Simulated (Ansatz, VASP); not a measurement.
# MoS2: VASP beside Ansatz

INCAR

```
PREC     = Accurate       # precision mode
ENCUT    = 520            # plane-wave cutoff, eV
EDIFF    = 1E-6           # SCF threshold, eV
ISMEAR   = 0              # smearing method
SIGMA    = 0.05           # smearing width, eV
LREAL    = False          # projectors in reciprocal space
LASPH    = True           # aspherical terms in the spheres
NELM     = 100            # most SCF steps
ALGO     = Normal         # electronic algorithm
ISIF     = 2              # what is computed and relaxed
LWAVE    = False          # write WAVECAR
LCHARG   = False          # write CHGCAR
GGA      = PS             # functional
NBANDS   = 35             # bands
```

The input KPOINTS:

```
Automatic mesh
0
Gamma
  12 12 2
```

File POSCAR:

```
MoS2
1.0
    3.1414322073      0.0000000000      0.0000000000
   -1.5707161036      2.7205600958      0.0000000000
    0.0000000000      0.0000000000     12.5788196111
Mo S
2 4
Direct
    0.3293542565      0.6626875899      0.2500000000
    0.6666666667      0.3333333333      0.7500000000
    0.3333333333      0.6666666667      0.6260538431
    0.6666666667      0.3333333333      0.1260538431
    0.3333333333      0.6666666667      0.8739461569
    0.6666666667      0.3333333333      0.3739461569
```

Input for Ansatz:

```yaml
crystal:
  lattice:
    - [3.1414322073, 0.0, 0.0]
    - [-1.5707161036, 2.7205600958, 0.0]
    - [0.0, 0.0, 12.5788196111]
  atoms:
    - { symbol: Mo, position: [0.3293542565, 0.6626875899, 0.25] }
    - { symbol: Mo, position: [0.6666666667, 0.3333333333, 0.75] }
    - { symbol: S, position: [0.3333333333, 0.6666666667, 0.6260538431] }
    - { symbol: S, position: [0.6666666667, 0.3333333333, 0.1260538431] }
    - { symbol: S, position: [0.3333333333, 0.6666666667, 0.8739461569] }
    - { symbol: S, position: [0.6666666667, 0.3333333333, 0.3739461569] }
basis:
  ecutwfc: 420
kpoints:
  mp_grid: { grid: [12, 12, 2] }
hamiltonian:
  xc: pbesol
scf:
  occupations: { method: gaussian, width: 0.05 }
output:
  forces: true
  stress: true
  eigenvalues: true
```

Alike in both runs: task single point; functional PBEsol; k mesh 12 × 12 × 2; occupations gaussian, width 0.05 eV; no spin polarisation.

```csv
,VASP,Ansatz
version,VASP 6.6.1,Ansatz 0.2.0
potentials or method,"VASP PAW PBE potentials, release 64 (Mo_sv, S), cutoff 520 eV","scalar-relativistic, plane waves, PAW"
valence electrons in the cell,52,52
```

VASP gave:

| Quantity | Value |
| --- | --- |
| gap on the k mesh at the Fermi level (eV) | 0.99 |
| least direct gap on the mesh (eV) | 1.74 |
| pressure (GPa) | 0.0 |
| traceless stress, the component that is largest in VASP (GPa) | 0.12 |
| rms of the force components (eV/Å) | 0.075 |

Problem. Which values does Ansatz return?

Solution. gap on the k mesh at the Fermi level (eV): 0.97; least direct gap on the mesh (eV): 1.74; pressure (GPa): 0.0; traceless stress, the component that is largest in VASP (GPa): 0.11; rms of the force components (eV/Å): 0.075.

VASP's potentials were made for PBE, not for PBEsol. Atom by atom the forces differ by 0.001 eV/Å (rms over components).
